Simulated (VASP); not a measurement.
**NaH: single point with PBE**

Crystal: NaH.

```
CELL_PARAMETERS angstrom
3.95331 0.00000 0.00000
-1.97665 3.42366 0.00000
0.00000 0.00000 4.82832
ATOMIC_POSITIONS crystal
Na 0.33333 0.66667 0.25000
Na 0.66667 0.33333 0.75000
H 0.66667 0.33333 0.25000
H 0.33333 0.66667 0.75000
```

```json
{"Program": "VASP 6.6.1", "Task": "single point", "Functional": "PBE", "Potentials or basis": "VASP PAW PBE potentials, release 64 (Na_pv, H)", "Cutoff": "520 eV", "k mesh": "12 × 12 × 6", "Occupations": "fermi-dirac, width 0.02 eV", "Spin": "no spin polarisation"}
```

```yaml
Pressure: 0.3 GPa
Band_gap_on_the_k_mesh: 3.33 eV (least direct gap 4.12 eV)
```

Stress tensor (GPa, compression positive):
```
0.31 0.00 0.00
0.00 0.31 0.00
0.00 0.00 0.42
```

Levels at points of the mesh, in eV from the valence-band top:
```tsv
k point	band 6	band 7	band 8	band 9	band 10	band 11
(0.00, 0.00, 0.00)	-22.21	-3.34	-0.02	4.91	7.97	10.30
(0.50, 0.00, 0.00)	-22.23	-1.51	-0.61	3.87	7.55	7.61
(0.00, 0.00, 0.50)	-22.25	-2.02	-2.02	6.94	6.94	11.07
(0.50, 0.00, 0.50)	-22.22	-0.82	-0.82	3.96	3.96	8.52
```

Run time: 84 s on 1 thread of AMD EPYC 7R13, on a shared host, peak memory 0.18 GiB.

A k mesh can miss the band edges.
